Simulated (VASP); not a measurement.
Input of a VASP 6.6.1 run:

Contents of INCAR:

```
  PREC = Accurate
  ENCUT = 520
  EDIFF = 1E-6
  ISMEAR = 0
  SIGMA = 0.1
  LREAL = F
  LASPH = T
  NELM = 100
  ALGO = Normal
  ISIF = 2
  LWAVE = F
  LCHARG = T
  GGA = PE
  LELF = T
  LVHAR = T
  NBANDS = 31
```

The input KPOINTS:

```
Automatic mesh
0
Gamma
  4 4 4
```

Contents of POSCAR:

```
Al3GaAs4
1.0
    5.7327688000      0.0000000000      0.0000000000
    0.0000000000      5.7327688000      0.0000000000
    0.0000000000      0.0000000000      5.7327688000
Al Ga As
3 1 4
Direct
    0.0000000000      0.5000000000      0.5000000000
    0.5000000000      0.5000000000      0.0000000000
    0.5000000000      0.0000000000      0.5000000000
    0.0000000000      0.0000000000      0.0000000000
    0.7491210000      0.7491210000      0.2508790000
    0.7491210000      0.2508790000      0.7491210000
    0.2508790000      0.7491210000      0.7491210000
    0.2508790000      0.2508790000      0.2508790000
```

Potentials or basis: VASP PAW PBE potentials, release 64 (Al, Ga_d, As).

The run is started by

```sh
$ cat potpaw_PBE.64/Al/POTCAR potpaw_PBE.64/Ga_d/POTCAR potpaw_PBE.64/As/POTCAR > POTCAR
$ mpirun -np 1 vasp_std > vasp.out
```

(1) Predict the largest force.

(2) Estimate the pressure.

(3) Predict the band gap on the k mesh.

Results:

(1) 0.004 eV/Å.

(2) 0.2 GPa.

(3) 1.03 eV, indirect (least direct gap 1.16 eV).
